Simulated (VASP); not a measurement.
Crystal: CaMg.

```xyz
2
Lattice="3.9661 0.0000 0.0000 0.0000 3.9661 0.0000 0.0000 0.0000 3.9661" Properties=species:S:1:pos:R:3 pbc="T T T"
Ca    0.0000    0.0000    0.0000
Mg    1.9831    1.9831    1.9831
```

```yaml
Program: VASP 6.6.1
Task: relaxation of cell and atoms
Functional: LDA
Potentials_or_basis: VASP PAW LDA potentials, release 64 (Ca_sv, Mg)
Cutoff: 600 eV
k_mesh: 10 × 10 × 10
Occupations: gaussian, width 0.1 eV
Spin: no spin polarisation
```

At the start: pressure -2.2 GPa; volume 31.19 Å³/atom.

Q: Where does the relaxation end?

A: Over 4 steps the energy falls by 19.0 meV/atom and the volume is 28.58 Å³/atom (-8.4 %); space group Pm-3m (No. 221, to 0.05 Å).

The path:
```tsv
step	energy change (eV)	largest force (eV/Å)	pressure (GPa)	volume (Å³)
1	0.0000	0.0000	-2.19	62.39
2	-0.0348	0.0000	-0.70	58.62
3	-0.0380	0.0000	-0.04	57.27
4	-0.0380	0.0000	0.01	57.17
```

Final structure:
```xyz
2
Lattice="3.8522 0.0000 0.0000 0.0000 3.8522 0.0000 0.0000 0.0000 3.8522" Properties=species:S:1:pos:R:3 pbc="T T T"
Ca    0.0000    0.0000    0.0000
Mg    1.9261    1.9261    1.9261
```
